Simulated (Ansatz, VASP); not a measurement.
This is a calculation of As for VASP 6.6.1.

File INCAR:

```
SYSTEM = As
ALGO = Normal
EDIFF = 1E-6
ENCUT = 520
ISIF = 2
ISMEAR = -1
LASPH = .True.
LCHARG = .False.
LREAL = .False.
LWAVE = .False.
NBANDS = 18
NELM = 60
PREC = Accurate
SIGMA = 0.05
```

The input KPOINTS:

```
k-points
0
Gamma
  8 8 6
  0 0 0
```

The input POSCAR:

```
As
1.0
    1.8370864449     -5.5364249026      0.0000000000
    1.8370864449      5.5364249026      0.0000000000
    0.0000000000      0.0000000000      4.4996035117
As
4
Direct
    0.3900000000      0.6100000000      0.5600000000
    0.8900000000      0.1100000000      0.9400000000
    0.6100000000      0.3900000000      0.4400000000
    0.1100000000      0.8900000000      0.0600000000
```

Potentials or basis: VASP PAW LDA potentials, release 64 (As).

Run with:

```bash
$ cat potpaw_LDA.64/As/POTCAR > POTCAR
$ mpirun -np 1 vasp_std > vasp.out
```

Q: Translate it to Ansatz 0.2.0. Potentials there: all-electron LAPW, scalar-relativistic.

A: As run (the cutoff follows the program's own potentials):

input.yaml

```yaml
crystal:
  lattice:
    - [1.8370864449, -5.5364249026, 0.0]
    - [1.8370864449, 5.5364249026, 0.0]
    - [0.0, 0.0, 4.4996035117]
  atoms:
    - { symbol: As, position: [0.39, 0.61, 0.56] }
    - { symbol: As, position: [0.89, 0.11, 0.94] }
    - { symbol: As, position: [0.61, 0.39, 0.44] }
    - { symbol: As, position: [0.11, 0.89, 0.06] }
kpoints:
  mp_grid: { grid: [8, 8, 6] }
scf:
  occupations: { method: fermi_dirac, width: 0.05 }
hamiltonian:
  xc: lda
  pseudopotentials: { kind: all_electron, lapw: { basis_error: 0.002 } }
output:
  forces: true
  stress: true
  eigenvalues: true
```

Potentials or basis: all-electron LAPW, scalar-relativistic.

Command:

```bash
$ ansatz run input.yaml --threads 2 --pin off --max-ram 8192MiB --backend cpu --events-out ev --progress --plain --runs-dir out
```

Both were run:

|  | VASP | Ansatz | Ansatz less VASP |
| --- | --- | --- | --- |
| gap on the k mesh at the Fermi level (eV) | 0.04 | 0.05 | +0.017 |
| least direct gap on the mesh (eV) | 0.11 | 0.13 | +0.013 |
| pressure (GPa) | -2.8 | -3.1 | -0.36 |
| traceless stress, the component that is largest in VASP (GPa) | -0.85 | -0.82 | +0.029 |
| rms of the force components (eV/Å) | 0.146 | 0.184 | +0.0379 |

LDA's correlation is that of Perdew and Zunger in VASP and of Perdew and Wang (1992) in Ansatz. Atom by atom the forces differ by 0.041 eV/Å (rms over components). Ansatz ran all-electron here, and VASP with PAW potentials.
